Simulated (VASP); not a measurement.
Write the native input for VASP 6.6.1 that does the following.

* Task: relaxation of cell and atoms
* Functional: PBEsol
* Potentials or basis: VASP PAW PBE potentials, release 64 (Ti_sv, O)
* Cutoff: 600 eV
* k mesh: 6 × 6 × 10
* Occupations: gaussian, width 0.02 eV
* Spin: no spin polarisation
* Dipole correction: no
* Further INCAR settings: ALGO = Normal; EDIFF = 1e-06; IBRION = 2; EDIFFG = -0.005; NSW = 70; ISIF = 3

The structure of TiO2 lies in POSCAR:

```
TiO2
1.0
    4.6432750034      0.0000000000      0.0000000000
    0.0000000000      4.6432750034      0.0000000000
    0.0000000000      0.0000000000      2.9638820297
Ti O
2 4
Direct
    0.0000000000      0.0000000000      0.0000000000
    0.5000000000      0.5000000000      0.5000000000
    0.3051282522      0.3051282522      0.0000000000
    0.1948717478      0.8051282522      0.5000000000
    0.6948717478      0.6948717478      0.0000000000
    0.8051282522      0.1948717478      0.5000000000
```

One way to write it, as run:

INCAR

```
SYSTEM = TiO2
PREC = Accurate
ENCUT = 600
EDIFF = 1E-6
ISMEAR = 0
SIGMA = 0.02
LREAL = .FALSE.
LASPH = .TRUE.
NELM = 100
ALGO = Normal
ISIF = 3
LWAVE = .FALSE.
LCHARG = .FALSE.
GGA = PS
IBRION = 2
NSW = 70
EDIFFG = -0.005
```

KPOINTS

```
regular mesh
0
G
  6 6 10
  0 0 0
```

Potentials or basis: VASP PAW PBE potentials, release 64 (Ti_sv, O).

Run with:

```bash
$ cat potpaw_PBE.64/Ti_sv/POTCAR potpaw_PBE.64/O/POTCAR > POTCAR
$ mpirun -np 1 vasp_std > vasp.out
```

Results of the run:

- Relaxed volume: 10.34 Å³/atom
- Relaxed cell: a = 4.593 Å, b = 4.593 Å, c = 2.941 Å, α = 90.00°, β = 90.00°, γ = 90.00°
- Space group after relaxing (to 0.1 Å): P4_2/mnm (No. 136)
- Energy gained by relaxing: 6.2 meV/atom
- Ionic steps: 12
- Pressure after relaxing: 0.0 GPa
- Band gap on the k mesh: 1.83 eV

Caveat: the PAW data sets were made with another functional, which shifts forces and pressure a little.

Wall time 7.6 min on 1 thread of Intel(R) Xeon(R) Platinum 8488C (Sapphire Rapids), on a shared host, peak memory 0.26 GiB.
